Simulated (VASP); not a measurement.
# MnO (Cm) in VASP: further runs, part 2 of 3

VASP 6.6.1. The steps go on from the part before.

### Step 3. Single point, LDA, collinear spin, ferromagnetic start

This run uses another cell than the first one, of 14.62 Å³/atom.

Contents of INCAR:

```
ALGO = Normal ; EDIFF = 1E-6
ENCUT = 700 ; GGA_COMPAT = False
ISIF = 2 ; ISMEAR = -1
ISPIN = 2 ; LASPH = True
LCHARG = True ; LELF = True
LMAXMIX = 4 ; LORBIT = 11
LREAL = False ; LVHAR = True
LWAVE = False ; MAGMOM = 4 0
NBANDS = 22 ; NELM = 200
PREC = Accurate ; SIGMA = 0.05
```

Contents of KPOINTS:

```
k-points
0
Gamma
  9 9 9
```

Contents of POSCAR:

```
MnO
1.0
    2.9909715306     -1.7283524491      0.0000000000
    2.9909715306      1.7283524491      0.0000000000
   -1.9977723729      0.0000000000      2.8289211086
Mn O
1 1
Direct
    0.5001990000      0.5001990000      0.5006650000
    0.7498025000      0.7498025000      0.2493360000
```

Potentials or basis: VASP PAW LDA potentials, release 64 (Mn_sv, O).

Started as:

```sh
> cat potpaw_LDA.64/Mn_sv/POTCAR potpaw_LDA.64/O/POTCAR > POTCAR
> mpirun -np 1 vasp_std > vasp.out
```

OUTCAR:

```text
EDIFF = 1E-6
   ENCUT = 700
   ISIF = 2
   ISMEAR = -1
   ISPIN = 2
   LASPH = True
   LORBIT = 11
   LREAL = False
   NELM = 200
   PREC = Accurate

 ion  position               nearest neighbor table
   1  0.500  0.500  0.501-   2 2.12   2 2.12   2 2.12   2 2.12
   2  0.750  0.750  0.249-   1 2.12   1 2.12   1 2.12   1 2.12

  LATTYP: Found a base centered monoclinic cell.
 ALAT       =     5.9819430612
 B/A-ratio  =     0.5778565364
 C/A-ratio  =     0.5789455757
 COS(beta)  =    -0.5768541066

  Lattice vectors:

 A1 = (   2.9909715306,  -1.7283524491,   0.0000000000)
 A2 = (   2.9909715306,   1.7283524491,   0.0000000000)
 A3 = (  -1.9977723729,   0.0000000000,   2.8289211086)

Analysis of symmetry for initial positions (statically):
=====================================================================
 Subroutine PRICEL returns:
 Original cell was already a primitive cell.

 Routine SETGRP: Setting up the symmetry group for a
 base centered monoclinic supercell.

 Subroutine GETGRP returns: Found  2 space group operations
 (whereof  2 operations were pure point group operations)
 out of a pool of  4 trial point group operations.

The static configuration has the point symmetry C_1h.

Analysis of symmetry for dynamics (positions and initial velocities):
=====================================================================
 Subroutine PRICEL returns:
 Original cell was already a primitive cell.

 Routine SETGRP: Setting up the symmetry group for a
 base centered monoclinic supercell.

 Subroutine GETGRP returns: Found  2 space group operations
 (whereof  2 operations were pure point group operations)
 out of a pool of  4 trial point group operations.

The dynamic configuration has the point symmetry C_1h.

Analysis of structural, dynamic, and magnetic symmetry:
=====================================================================
 Subroutine PRICEL returns:
 Original cell was already a primitive cell.

 Routine SETGRP: Setting up the symmetry group for a
 base centered monoclinic supercell.

 Subroutine GETGRP returns: Found  2 space group operations
 (whereof  2 operations were pure point group operations)
 out of a pool of  4 trial point group operations.

The overall configuration has the point symmetry C_1h.

 Subroutine INISYM returns: Found  2 space group operations
 (whereof  2 operations are pure point group operations),
 and found     1 'primitive' translations

----------------------------------------------------------------------------------------

                                     Primitive cell

  volume of cell :      29.2479

  direct lattice vectors                    reciprocal lattice vectors
     2.990971531 -1.728352449  0.000000000     0.167169762 -0.289292847  0.118054594
     2.990971531  1.728352449  0.000000000     0.167169762  0.289292847  0.118054594
    -1.997772373  0.000000000  2.828921109     0.000000000  0.000000000  0.353491653

  length of vectors
     3.454433801  3.454433801  3.463219469     0.354362763  0.354362763  0.353491653

[... 69 lines left out ...]
   NGXF,Y,Z  is equivalent  to a cutoff of  28.88, 28.88, 28.80 a.u.
 SYSTEM =  unknown system
   PREC   = accura    normal or accurate (medium, high low for compatibility)
   ISTART =      0    job   : 0-new  1-cont  2-samecut
   ICHARG =      2    charge: 1-file 2-atom 10-const
   ISPIN  =      2    spin polarized calculation?
   LNONCOLLINEAR =      F non collinear calculations
   LSORBIT =      F    spin-orbit coupling
   LASPH  =      T    aspherical Exc in radial PAW
   ENCUT  =  700.0 eV  51.45 Ry    7.17 a.u.   7.45  7.45  7.47*2*pi/ulx,y,z
   NELM   =    200;   NELMIN=  2; NELMDL= -5     # of ELM steps
   EDIFF  = 0.1E-05   stopping-criterion for ELM
   LREAL  =      F    real-space projection
   EDIFFG = 0.1E-04   stopping-criterion for IOM
   NSW    =      0    number of steps for IOM
   IBRION =     -1    ionic relax: 0-MD 1-quasi-New 2-CG
   NFREE  =      0    steps in history (QN), initial steepest desc. (CG)
   ISIF   =      2    stress and relaxation
   ISYM   =      2    0-nonsym 1-usesym 2-fastsym
   POTIM  = 0.5000    time-step for ionic-motion
   TEBEG  =    0.0;   TEEND  =   0.0 temperature during run
   PSTRESS=    0.0 pullay stress
   NELECT =      21.0000    total number of electrons
   NUPDOWN=      -1.0000    fix difference up-down
   EMIN   =  10.00;   EMAX   =-10.00  energy-range for DOS
   EFERMI =   0.00;   METHOD = LEGACY
   ISMEAR =    -1;   SIGMA  =   0.05  broadening in eV -4-tet -1-fermi 0-gaus
   EFERMI_NEDOS =   21; number of points for ismear=-14 and -15
   IALGO  =     38    algorithm
   IMIX   =      4    mixing-type and parameters
     AMIX     =   0.40;   BMIX     =  1.00
     AMIX_MAG =   1.60;   BMIX_MAG =  1.00
  volume/ion in A,a.u.               =      14.62        98.69
  Fermi-wavevector in a.u.,A,eV,Ry     =   1.465940  2.770224 29.238639  2.148979
  Thomas-Fermi vector in A             =   2.581737
   LORBIT       =     11    0 simple, 1 ext, 2 COOP (PROOUT), +10 PAW based schemes
   GGA     = CA    functional components
   LHFCALC =     F    Hartree Fock is set to
   AEXX    =    0.0000 exact exchange contribution
   IVDW    =     0    specifies the selected vdW correction
   LEPSILON=     F    determine dielectric tensor
   LRPA    =     F    only Hartree local field effects (RPA)
 spin polarized calculation
  energy-cutoff  :      700.00
  volume of cell :       29.25
 maximum number of plane-waves:      1248
 NGX is ok and might be reduce to    30
   NGX = 15   NGY = 15   NGZ = 15

 number of electron      20.9999995 magnetization       4.9675645

 Free energy of the ion-electron system (eV)
  ---------------------------------------------------
  ext. energy  EPLUGINS =         0.00000000
  ---------------------------------------------------
  free energy    TOTEN  =       -17.32128975 eV

  energy without entropy =      -17.31637460  energy(sigma->0) =      -17.31883218

 E-fermi :   5.5896     XC(G=0): -10.6864

 val. band max:        5.5862331179   @ k =  -0.1111  -0.1111   0.1111
 cond. band min:       5.6246729449   @ k =  -0.1111  -0.1111   0.1111
 fundamental gap:      0.0384398269
 Fermi energy:         5.5896369303

 spin component 1

 k-point     1 :       0.0000    0.0000    0.0000
  band No.  band energies     occupation
      1     -75.0048      1.00000
      2     -44.2232      1.00000
      3     -44.2228      1.00000
      4     -44.2221      1.00000
      5     -13.3142      1.00000
      6      -0.0139      1.00000
[... 589 lines left out ...]
     21      29.3093      0.00000
     22      29.3228      0.00000

 [... further k-points ...]

 spin component 2

 k-point     1 :       0.0000    0.0000    0.0000
  band No.  band energies     occupation
      1     -70.5447      1.00000
      2     -39.8833      1.00000
      3     -39.8830      1.00000
      4     -39.8820      1.00000
      5     -12.8528      1.00000
      6       1.2377      1.00000
[... 589 lines left out ...]
     21      30.2501      0.00000
     22      30.2642      0.00000

 [... further k-points ...]

------------------------ aborting loop because EDIFF is reached ----------------------------------------

  FORCE on cell =-STRESS in cart. coord.  units (eV):
  Direction    XX          YY          ZZ          XY          YZ          ZX
  --------------------------------------------------------------------------------------
  -------------------------------------------------------------------------------------
  Total       -2.7158326     -2.7209922     -2.7589512      0.0000000      0.0000000      0.0052925
  in kB     -148.7709603   -149.0535978   -151.1329592      0.0000000      0.0000000      0.2899191
  external PRESSURE =    -149.6525058 kB  Pullay stress =       0.0000000 kB

 VOLUME and BASIS-vectors are now :
 -----------------------------------------------------------------------------
  energy-cutoff  :      700.00
  volume of cell :       29.25
      direct lattice vectors                 reciprocal lattice vectors
     2.990971531 -1.728352449  0.000000000     0.167169762 -0.289292847  0.118054594
     2.990971531  1.728352449  0.000000000     0.167169762  0.289292847  0.118054594
    -1.997772373  0.000000000  2.828921109     0.000000000  0.000000000  0.353491653

 POSITION                                       TOTAL-FORCE (eV/Angst)
 -----------------------------------------------------------------------------------
      1.99195      0.00000      1.41634         0.000737      0.000000     -0.003626
      3.98716      0.00000      0.70535        -0.000737      0.000000      0.003626
 -----------------------------------------------------------------------------------
    total drift:                                0.000015      0.000000      0.000062

  FREE ENERGIE OF THE ION-ELECTRON SYSTEM (eV)
  ---------------------------------------------------
  free  energy   TOTEN  =       -17.3212897517 eV

  energy  without entropy=      -17.3163746015  energy(sigma->0) =      -17.31883218

 total charge

# of ion       s       p       d       tot
------------------------------------------
    1        2.129   6.017   4.632  12.778
    2        1.538   3.389   0.000   4.928
--------------------------------------------------
tot          3.668   9.406   4.632  17.706

 magnetization (x)

# of ion       s       p       d       tot
------------------------------------------
    1        0.023   0.022   4.136   4.181
    2        0.017   0.178   0.000   0.195
--------------------------------------------------
tot          0.040   0.199   4.136   4.375
```

OSZICAR:

```text
N       E                     dE             d eps       ncg     rms          rms(c)
DAV:   1     0.349179681952E+03    0.34918E+03   -0.13176E+04 18606   0.260E+03
DAV:   2     0.512372815279E+01   -0.34406E+03   -0.32403E+03 18682   0.514E+02
DAV:   3    -0.178060236385E+02   -0.22930E+02   -0.22447E+02 24186   0.144E+02
DAV:   4    -0.200750818251E+02   -0.22691E+01   -0.22012E+01 31922   0.313E+01
DAV:   5    -0.200911615431E+02   -0.16080E-01   -0.16075E-01 22448   0.279E+00    0.141E+01
DAV:   6    -0.180969137499E+02    0.19942E+01   -0.15824E+01 29200   0.521E+01    0.218E+01
DAV:   7    -0.173665278413E+02    0.73039E+00   -0.20382E+00 28796   0.308E+01    0.995E+00
DAV:   8    -0.173503409365E+02    0.16187E-01   -0.16049E-01 23296   0.374E+00    0.502E+00
DAV:   9    -0.173213716704E+02    0.28969E-01   -0.65433E-02 26772   0.352E+00    0.129E+00
DAV:  10    -0.173205679100E+02    0.80376E-03   -0.16772E-02 26748   0.183E+00    0.695E-01
DAV:  11    -0.173211970990E+02   -0.62919E-03   -0.25786E-03 25978   0.557E-01    0.277E-01
DAV:  12    -0.173212710854E+02   -0.73986E-04   -0.18512E-04 27470   0.194E-01    0.807E-02
DAV:  13    -0.173212834806E+02   -0.12395E-04   -0.52582E-05 27108   0.735E-02    0.328E-02
DAV:  14    -0.173212906019E+02   -0.71213E-05   -0.39572E-06 23440   0.200E-02    0.927E-03
DAV:  15    -0.173212897517E+02    0.85019E-06   -0.25699E-06 18334   0.181E-02
   1 F= -.17321290E+02 E0= -.17318832E+02  d E =-.491515E-02  mag=     4.9674
```

stdout:

```text
POSCAR found type information on POSCAR MnO
 POSCAR found :  2 types and       2 ions
 scaLAPACK will be used
 LDA part: xc-table for (Slater(with rela. corr.)+CA(PZ))
 , standard interpolation
 POSCAR, INCAR and KPOINTS ok, starting setup
 FFT: planning ... GRIDC
 FFT: planning ... GRID_SOFT
 FFT: planning ... GRID
 WAVECAR not read
 entering main loop
```

Run time: 3.4 min. Hardware: 1 thread of Intel Xeon Platinum 8559C (Emerald Rapids), shared host; peak memory 0.38 GiB.

What came out:

* Free energy: -17.3213 eV
* Pressure: -15.0 GPa
* Largest force: 0.004 eV/Å
* Band gap on the k mesh: zero (filled and empty bands overlap)
* Net moment: 4.97 μB per cell
* Site moments: Mn +4.18; O +0.20 μB
* Valence electrons inside the program's atomic spheres: Mn 12.78; O 4.93

Forces on the atoms (eV/Å):
```
Mn   0.001  0.000 -0.004
O   -0.001  0.000  0.004
```

Stress tensor (GPa, compression positive):
```
-14.88   0.00   0.03
  0.00 -14.91   0.00
  0.03   0.00 -15.11
```

Caveat: the cell stands under tension; a cell with one magnetic atom can't hold antiferromagnetic order, which such compounds often take; semilocal functionals often make such compounds metallic where correlation or magnetic order opens a gap, which also shifts bond lengths. With open d or f shells a metallic result of LDA can be an artefact of self-interaction; +U or a hybrid may open a gap.

[end of part 2 of 3]

The gap in the log of VASP goes by the Fermi energy; the results here count the filled bands.